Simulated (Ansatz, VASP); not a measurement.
# One calculation of Ni, two programs

File INCAR:

```
ALGO = Normal
EDIFF = 1E-7
ENCUT = 520
ISIF = 2
ISMEAR = -1
ISPIN = 2
LASPH = T
LCHARG = F
LMAXMIX = 4
LORBIT = 11
LREAL = F
LWAVE = F
MAGMOM = 1.5
NBANDS = 15
NELM = 150
PREC = Accurate
SIGMA = 0.05
```

KPOINTS

```
k-points
0
Gamma
  20 20 20
```

The input POSCAR:

```
Ni
1.0
    0.0000000000      1.8209885000      1.7679500000
    1.8209885000      0.0000000000      1.7679500000
    1.8209885000      1.8209885000      0.0000000000
Ni
1
Direct
    0.0000000000      0.0000000000      0.0000000000
```

Input for Ansatz:

```yaml
crystal:
  lattice:
    - [0.0, 1.8209885, 1.76795]
    - [1.8209885, 0.0, 1.76795]
    - [1.8209885, 1.8209885, 0.0]
  atoms:
    - { symbol: Ni, position: [0.0, 0.0, 0.0], spin: 1.5 }
magnetization:
  spin_polarized: true
kpoints:
  mp_grid: { grid: [20, 20, 20] }
  band_path:
    path:
      - [0.0, 0.0, 0.0]
      - [0.0, 0.5, 0.5]
      - [0.25, 0.75, 0.5]
      - [0.0, 0.5, 0.0]
      - [0.0, 0.0, 0.0]
      - [0.5, 0.5, 0.0]
      - [0.3826125, 0.6173875, 0.0]
      - [-0.3826125, 0.3826125, 0.0]
      - [0.0, 0.0, 0.0]
    npoints: 5
scf:
  occupations: { method: fermi_dirac, width: 0.05 }
hamiltonian:
  xc: lda
  pseudopotentials: { kind: all_electron, lapw: { basis_error: 0.00025 } }
output:
  forces: true
  stress: true
  eigenvalues: true
```

Change from the starting cell: equal xx and yy strain of +3 %.

Alike in both runs: task single point; functional LDA; k mesh 20 × 20 × 20; occupations fermi-dirac, width 0.05 eV; collinear spin.

|  | VASP | Ansatz |
| --- | --- | --- |
| version | VASP 6.6.1 | Ansatz 0.2.0 |
| potentials or method | VASP PAW LDA potentials, release 64 (Ni), cutoff 520 eV | all-electron LAPW, scalar-relativistic |

```csv
,VASP,Ansatz,Ansatz less VASP
pressure (GPa),-26.8,-27.2,-0.39
"traceless stress, the component that is largest in VASP (GPa)",1.68,1.73,+0.051
net moment per atom (μB),0.62,0.64,+0.016
size of the moment on the site where the two differ most (μB),0.63,0.66,+0.027
```

LDA's correlation is that of Perdew and Zunger in VASP and of Perdew and Wang (1992) in Ansatz. Site moments also hang on the region over which each program counts them. Ansatz ran all-electron here, and VASP with PAW potentials.
